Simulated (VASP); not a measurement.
# ZrMo2C2 (P6/mmm) in VASP: further runs

Runs on ZrMo2C2. Level: PBE. Tasks: relaxation of cell and atoms, single point.

Everything below comes from runs of VASP 6.6.1. Logs are shortened: lines on timing, memory, paths and dates and some standing lists are left out, and cuts for length are marked.

### Step 1. The cell of the first run

It takes space group P6/mmm (No. 191, hexagonal). The conventional cell has a = 4.347 Å, b = 4.347 Å, c = 5.704 Å, α = 90.00°, β = 90.00°, γ = 120.00°. Within 2.2 Å of Zr (site symmetry 6/mmm) lie 2 C at 1.63 Å. Within 3.3 Å of Mo (site symmetry -6m2) lie 3 Mo at 2.51 Å and 6 C at 2.79 Å. C (site symmetry 6mm) has 1 Zr at 1.63 Å within 2.2 Å.

### Step 2. Relaxation of cell and atoms, PBE

INCAR

```
PREC = Accurate
ENCUT = 600
EDIFF = 1E-7
ISMEAR = 0
SIGMA = 0.1
LREAL = F
LASPH = T
NELM = 60
ALGO = Normal
ISIF = 3
LWAVE = F
LCHARG = F
GGA = PE
IBRION = 2
NSW = 90
EDIFFG = -0.04
```

KPOINTS

```
regular mesh
0
Gamma
  6 6 4
```

POSCAR

```
ZrMo2C2
1.0
    4.3473563700      0.0000000000      0.0000000000
   -2.1736781800      3.7649210500      0.0000000000
    0.0000000000      0.0000000000      5.7040953000
Zr Mo C
1 2 2
Direct
    0.0000000000      0.0000000000      0.0000000000
    0.3333333300      0.6666666700      0.5000000000
    0.6666666700      0.3333333300      0.5000000000
    0.0000000000      0.0000000000      0.7141255000
    0.0000000000      0.0000000000      0.2858745000
```

Potentials or basis: VASP PAW PBE potentials, release 64 (Zr_sv, Mo_sv, C).

Launch:

```bash
> cat potpaw_PBE.64/Zr_sv/POTCAR potpaw_PBE.64/Mo_sv/POTCAR potpaw_PBE.64/C/POTCAR > POTCAR
> mpirun -np 1 vasp_std > vasp.out
```

OUTCAR:

```text
PREC = Accurate
   ENCUT = 600
   EDIFF = 1E-7
   ISMEAR = 0
   LREAL = F
   LASPH = T
   NELM = 60
   ISIF = 3
   GGA = PE
   IBRION = 2
   NSW = 90
   EDIFFG = -0.04

 ion  position               nearest neighbor table
   1  0.000  0.000  0.000-   4 1.63   5 1.63
   2  0.333  0.667  0.500-   3 2.51   3 2.51   3 2.51
   3  0.667  0.333  0.500-   2 2.51   2 2.51   2 2.51
   4  0.000  0.000  0.714-   1 1.63
   5  0.000  0.000  0.286-   1 1.63

  LATTYP: Found a hexagonal cell.
 ALAT       =     4.3473563700
 C/A-ratio  =     1.3120836698

  Lattice vectors:

 A1 = (   4.3473563700,   0.0000000000,   0.0000000000)
 A2 = (  -2.1736781800,   3.7649210500,   0.0000000000)
 A3 = (   0.0000000000,   0.0000000000,   5.7040953000)

Analysis of symmetry for initial positions (statically):
=====================================================================
 Subroutine PRICEL returns:
 Original cell was already a primitive cell.

 Routine SETGRP: Setting up the symmetry group for a
 hexagonal supercell.

 Subroutine GETGRP returns: Found 24 space group operations
 (whereof 24 operations were pure point group operations)
 out of a pool of 24 trial point group operations.

The static configuration has the point symmetry D_6h.

Analysis of symmetry for dynamics (positions and initial velocities):
=====================================================================
 Subroutine PRICEL returns:
 Original cell was already a primitive cell.

 Routine SETGRP: Setting up the symmetry group for a
 hexagonal supercell.

 Subroutine GETGRP returns: Found 24 space group operations
 (whereof 24 operations were pure point group operations)
 out of a pool of 24 trial point group operations.

The dynamic configuration has the point symmetry D_6h.

 Subroutine INISYM returns: Found 24 space group operations
 (whereof 24 operations are pure point group operations),
 and found     1 'primitive' translations

----------------------------------------------------------------------------------------

                                     Primitive cell

  volume of cell :      93.3615

  direct lattice vectors                    reciprocal lattice vectors
     4.347356370  0.000000000  0.000000000     0.230024851  0.132804909  0.000000000
    -2.173678180  3.764921050  0.000000000     0.000000000  0.265609819  0.000000000
     0.000000000  0.000000000  5.704095300     0.000000000  0.000000000  0.175312639

  length of vectors
     4.347356370  4.347356363  5.704095300     0.265609819  0.265609819  0.175312639

  position of ions in fractional coordinates (direct lattice)
     0.000000000  0.000000000  0.000000000
     0.333333330  0.666666670  0.500000000
     0.666666670  0.333333330  0.500000000
     0.000000000  0.000000000  0.714125500
     0.000000000  0.000000000  0.285874500

  ion indices of the primitive-cell ions
   primitive index   ion index
                 1           1
                 2           2
                 3           3
                 4           4
                 5           5

----------------------------------------------------------------------------------------

 KPOINTS: regular mesh

Automatic generation of k-mesh.
 Grid dimensions read from file:
 generate k-points for:    6    6    4

 Generating k-lattice:

  Cartesian coordinates                     Fractional coordinates (reciprocal lattice)
     0.038337475  0.022134152  0.000000000     0.166666667 -0.000000000  0.000000000
     0.000000000  0.044268303  0.000000000     0.000000000  0.166666667  0.000000000
     0.000000000  0.000000000  0.043828160     0.000000000  0.000000000  0.250000000

  Length of vectors
     0.044268303  0.044268303  0.043828160

  Shift w.r.t. Gamma in fractional coordinates (k-lattice)
     0.000000000  0.000000000  0.000000000

 Subroutine IBZKPT returns following result:
 ===========================================

 Found     21 irreducible k-points:

 Following reciprocal coordinates:
            Coordinates               Weight
  0.000000  0.000000  0.000000      1.000000
  0.166667  0.000000  0.000000      6.000000
  0.333333  0.000000  0.000000      6.000000
  0.500000 -0.000000  0.000000      3.000000
  0.166667  0.166667  0.000000      6.000000
  0.333333  0.166667  0.000000     12.000000
[... 13 lines left out ...]
  0.333333  0.166667  0.500000     12.000000
  0.333333  0.333333  0.500000      2.000000
   k-points           NKPTS =     21   k-points in BZ     NKDIM =     21   number of bands    NBANDS=     28
   number of dos      NEDOS =    301   number of ions     NIONS =      5
   total plane-waves  NPLWV =  62208
   dimension x,y,z NGX =    36 NGY =   36 NGZ =   48
   dimension x,y,z NGXF=    72 NGYF=   72 NGZF=   96
   ions per type =               1   2   2
   NGX,Y,Z   is equivalent  to a cutoff of  13.77, 13.77, 13.99 a.u.
   NGXF,Y,Z  is equivalent  to a cutoff of  27.53, 27.53, 27.98 a.u.
 SYSTEM =  unknown system
   PREC   = accura    normal or accurate (medium, high low for compatibility)
   ISTART =      0    job   : 0-new  1-cont  2-samecut
   ICHARG =      2    charge: 1-file 2-atom 10-const
   ISPIN  =      1    spin polarized calculation?
   LNONCOLLINEAR =      F non collinear calculations
   LSORBIT =      F    spin-orbit coupling
   LASPH  =      T    aspherical Exc in radial PAW
   ENCUT  =  600.0 eV  44.10 Ry    6.64 a.u.   8.68  8.68 11.39*2*pi/ulx,y,z
   NELM   =     60;   NELMIN=  2; NELMDL= -5     # of ELM steps
   EDIFF  = 0.1E-06   stopping-criterion for ELM
   LREAL  =      F    real-space projection
   EDIFFG = -.4E-01   stopping-criterion for IOM
   NSW    =     90    number of steps for IOM
   IBRION =      2    ionic relax: 0-MD 1-quasi-New 2-CG
   NFREE  =      1    steps in history (QN), initial steepest desc. (CG)
   ISIF   =      3    stress and relaxation
   ISYM   =      2    0-nonsym 1-usesym 2-fastsym
   POTIM  = 0.5000    time-step for ionic-motion
   TEBEG  =    0.0;   TEEND  =   0.0 temperature during run
   PSTRESS=    0.0 pullay stress
   NELECT =      48.0000    total number of electrons
   NUPDOWN=      -1.0000    fix difference up-down
   EMIN   =  10.00;   EMAX   =-10.00  energy-range for DOS
   EFERMI =   0.00;   METHOD = LEGACY
   ISMEAR =     0;   SIGMA  =   0.10  broadening in eV -4-tet -1-fermi 0-gaus
   EFERMI_NEDOS =   21; number of points for ismear=-14 and -15
   IALGO  =     38    algorithm
   IMIX   =      4    mixing-type and parameters
     AMIX     =   0.40;   BMIX     =  1.00
     AMIX_MAG =   1.60;   BMIX_MAG =  1.00
  volume/ion in A,a.u.               =      18.67       126.01
  Fermi-wavevector in a.u.,A,eV,Ry     =   1.311493  2.478362 23.402206  1.720014
  Thomas-Fermi vector in A             =   2.441951
   LORBIT       =      0    0 simple, 1 ext, 2 COOP (PROOUT), +10 PAW based schemes
   GGA     = PE    functional components
   LHFCALC =     F    Hartree Fock is set to
   AEXX    =    0.0000 exact exchange contribution
   IVDW    =     0    specifies the selected vdW correction
   LEPSILON=     F    determine dielectric tensor
   LRPA    =     F    only Hartree local field effects (RPA)
 conjugate gradient relaxation of ions
 non-spin polarized calculation
 Gauss-broadening in eV      SIGMA  =   0.10
  energy-cutoff  :      600.00
  volume of cell :       93.36
 maximum number of plane-waves:      3137
 NGX is ok and might be reduce to    36
   NGX = 17   NGY = 17   NGZ = 23

--------------------------------------- Ionic step        1  -------------------------------------------

 number of electron      47.9999999 magnetization

 Free energy of the ion-electron system (eV)
  ---------------------------------------------------
  ext. energy  EPLUGINS =         0.00000000
  ---------------------------------------------------
  free energy    TOTEN  =       -34.89884821 eV

  energy without entropy =      -34.87713109  energy(sigma->0) =      -34.88798965

------------------------ aborting loop because EDIFF is reached ----------------------------------------

  FORCE on cell =-STRESS in cart. coord.  units (eV):
  Direction    XX          YY          ZZ          XY          YZ          ZX
  --------------------------------------------------------------------------------------
  -------------------------------------------------------------------------------------
  Total       -9.8218575     -9.8218575     30.9359117     -0.0000000     -0.0000000      0.0000000
  in kB     -168.5529370   -168.5529365    530.8913054     -0.0000002     -0.0000000      0.0000000
  external PRESSURE =      64.5951440 kB  Pullay stress =       0.0000000 kB
[... 98 lines left out ...]
  FREE ENERGIE OF THE ION-ELECTRON SYSTEM (eV)
  ---------------------------------------------------
  free  energy   TOTEN  =       -41.1847042246 eV

  energy  without entropy=      -41.1624458941  energy(sigma->0) =      -41.17357506

[... ionic steps 4 to 14 ...]

--------------------------------------- Ionic step       15  -------------------------------------------

 number of electron      48.0000000 magnetization

------------------------ aborting loop because EDIFF is reached ----------------------------------------

  FORCE on cell =-STRESS in cart. coord.  units (eV):
  Direction    XX          YY          ZZ          XY          YZ          ZX
  --------------------------------------------------------------------------------------
  -------------------------------------------------------------------------------------
  Total        1.2844314      1.2844314     -1.4374457      0.0000000     -0.0000000      0.0000000
  in kB       24.3818323     24.3818323    -27.2864397      0.0000000     -0.0000000      0.0000000
  external PRESSURE =       7.1590750 kB  Pullay stress =       0.0000000 kB
[... 63 lines left out ...]
  energy  without entropy=      -44.2588222172  energy(sigma->0) =      -44.27129234

--------------------------------------- Ionic step       17  -------------------------------------------

 number of electron      48.0000001 magnetization

 Free energy of the ion-electron system (eV)
  ---------------------------------------------------
  ext. energy  EPLUGINS =         0.00000000
  ---------------------------------------------------
  free energy    TOTEN  =       -44.31053322 eV

  energy without entropy =      -44.28398071  energy(sigma->0) =      -44.29725697

 E-fermi :   7.7118     XC(G=0): -10.9741

 val. band max:        7.6918087909   @ k =   0.1667   0.0000   0.5000
 cond. band min:       7.7157138064   @ k =   0.3333   0.1667   0.2500
 fundamental gap:      0.0239050154
 Fermi energy:         7.7117921104

 k-point     1 :       0.0000    0.0000    0.0000
  band No.  band energies     occupation
      1     -53.3434      2.00000
      2     -52.7416      2.00000
      3     -41.9550      2.00000
      4     -28.0411      2.00000
      5     -28.0411      2.00000
      6     -27.4825      2.00000
[... 672 lines left out ...]
  FREE ENERGIE OF THE ION-ELECTRON SYSTEM (eV)
  ---------------------------------------------------
  free  energy   TOTEN  =       -44.3105332248 eV

  energy  without entropy=      -44.2839807150  energy(sigma->0) =      -44.29725697

 reached required accuracy - stopping structural energy minimisation
```

Wall time 16 min (1 thread of AMD EPYC 7R13, shared host); peak memory 0.3 GiB.

What came out:

```yaml
Free_energy: -44.3105 eV
Relaxed_volume: 17.05 Å³/atom
Relaxed_cell: a = 4.198 Å, b = 4.198 Å, c = 5.587 Å, α = 90.00°, β = 90.00°, γ = 120.00°
Space_group_after_relaxing_to_0.05_Å: P6/mmm (No. 191)
Energy_gained_by_relaxing: 1882.3 meV/atom
Ionic_steps: 17
Pressure_after_relaxing: -0.2 GPa
Largest_force_after_relaxing: 0.010 eV/Å
Band_gap_on_the_k_mesh: zero (band 24 reaches 8.08 eV, above the bottom of band 25 at 6.56 eV)
```

Forces in eV/Å, atoms in the order of the input:
```
Zr   0.000  0.000  0.000
Mo   0.000  0.000  0.000
Mo   0.000  0.000  0.000
C    0.000  0.000 -0.010
C    0.000  0.000  0.010
```

Step by step:
```tsv
step	energy change (eV)	largest force (eV/Å)	pressure (GPa)	volume (Å³)
1	0.0000	13.2899	6.46	93.36
2	-4.1791	0.3609	3.86	99.34
3	-6.2859	2.3972	-13.66	97.55
4	-6.3869	2.6840	-14.28	97.23
5	-6.4057	3.5533	-13.96	96.58
6	-6.4311	3.2520	-14.23	96.77
7	-8.6216	1.3399	17.25	78.23
8	-8.7044	1.3213	9.06	80.80
9	-2.2991	54.0240	41.35	80.51
10	-8.9023	1.6224	8.20	80.86
11	-9.0713	0.8113	8.28	80.89
12	-9.2134	2.8569	10.16	80.92
13	-9.2285	1.6082	9.39	80.92
14	-9.1273	3.5938	-7.89	89.31
15	-9.3875	1.0048	0.72	84.40
16	-9.3849	1.2396	-0.82	86.12
17	-9.4117	0.0103	-0.18	85.26
```

Final structure:
```
CELL_PARAMETERS angstrom
4.19751 0.00000 0.00000
-2.09875 3.63515 0.00000
0.00000 0.00000 5.58744
ATOMIC_POSITIONS crystal
Zr 0.00000 0.00000 0.00000
Mo 0.33333 0.66667 0.50000
Mo 0.66667 0.33333 0.50000
C 0.00000 0.00000 0.62109
C 0.00000 0.00000 0.37891
```

Levels at points of the mesh, in eV from the Fermi level:
| k point | band 22 | band 23 | band 24 | band 25 | band 26 | band 27 |
| --- | --- | --- | --- | --- | --- | --- |
| (0.00, 0.00, 0.00) | -1.82 | -0.98 | -0.45 | -0.45 | 0.69 | 0.69 |
| (0.50, 0.00, 0.00) | -1.58 | -1.01 | 0.02 | 1.28 | 1.48 | 1.79 |
| (0.00, 0.00, 0.50) | -0.80 | -0.80 | -0.37 | -0.37 | 1.12 | 1.12 |
| (0.50, 0.00, 0.50) | -1.54 | -1.30 | 0.14 | 0.53 | 1.71 | 1.80 |

### Step 3. Single point, PBE

This run uses another cell than the first one, of 17.01 Å³/atom, 0.911 times its volume.

INCAR

```
SYSTEM = ZrMo2C2
ALGO = Normal
EDIFF = 1E-6
ENCUT = 910
GGA = PE
GGA_COMPAT = .FALSE.
ISIF = 2
ISMEAR = 0
LASPH = .TRUE.
LCHARG = .FALSE.
LREAL = .FALSE.
LWAVE = .FALSE.
NBANDS = 32
NELM = 120
PREC = Accurate
SIGMA = 0.1
```

KPOINTS

```
k-points
0
G
  6 6 4
  0 0 0
```

POSCAR

```
ZrMo2C2
1.0
    4.1937018030     -0.0000000028      0.0000000000
   -2.0968508991      3.6318522987      0.0000000000
    0.0000000000      0.0000000000      5.5847442827
Zr Mo C
1 2 2
Direct
    0.0000000000      0.0000000000      0.0000000000
    0.3333333333      0.6666666667      0.5000000000
    0.6666666667      0.3333333333      0.5000000000
    0.0000000000      0.0000000000      0.6209942700
    0.0000000000      0.0000000000      0.3790057300
```

Potentials or basis: VASP PAW PBE potentials, release 64 (Zr_sv, Mo_sv, C_h).

Launch:

```bash
> cat potpaw_PBE.64/Zr_sv/POTCAR potpaw_PBE.64/Mo_sv/POTCAR potpaw_PBE.64/C_h/POTCAR > POTCAR
> mpirun -np 1 vasp_std > vasp.out
```

Wall time 57 s (1 thread of Intel Xeon 6975P-C (Granite Rapids), shared host); peak memory 0.38 GiB.

It converged, with:

* Free energy: -44.3267 eV
* Pressure: 0.2 GPa
* Largest force: 0.018 eV/Å
* Band gap on the k mesh: zero (band 24 reaches 8.27 eV, above the bottom of band 25 at 6.74 eV)

Forces on the atoms (eV/Å):
```
Zr   0.000  0.000  0.000
Mo   0.000  0.000  0.000
Mo   0.000  0.000  0.000
C    0.000  0.000 -0.018
C    0.000  0.000  0.018
```

Stress tensor (GPa, compression positive):
```
 0.35  0.00  0.00
 0.00  0.35  0.00
 0.00  0.00 -0.05
```

Levels at points of the mesh, in eV from the Fermi level:
| k point | band 21 | band 22 | band 23 | band 24 | band 25 | band 26 | band 27 | band 28 |
| --- | --- | --- | --- | --- | --- | --- | --- | --- |
| (0.00, 0.00, 0.00) | -1.82 | -1.82 | -0.97 | -0.45 | -0.45 | 0.69 | 0.69 | 1.49 |
| (0.50, 0.00, 0.00) | -1.83 | -1.58 | -1.00 | 0.02 | 1.28 | 1.49 | 1.80 | 1.83 |
| (0.00, 0.00, 0.50) | -1.37 | -0.80 | -0.80 | -0.37 | -0.37 | 1.13 | 1.13 | 1.48 |
| (0.50, 0.00, 0.50) | -1.70 | -1.55 | -1.29 | 0.14 | 0.53 | 1.71 | 1.80 | 2.08 |

Caveat: the cutoff is under 1.25 times the usual one of these potentials, so pressure, stress and relaxed cells hold a basis-set (Pulay) error.
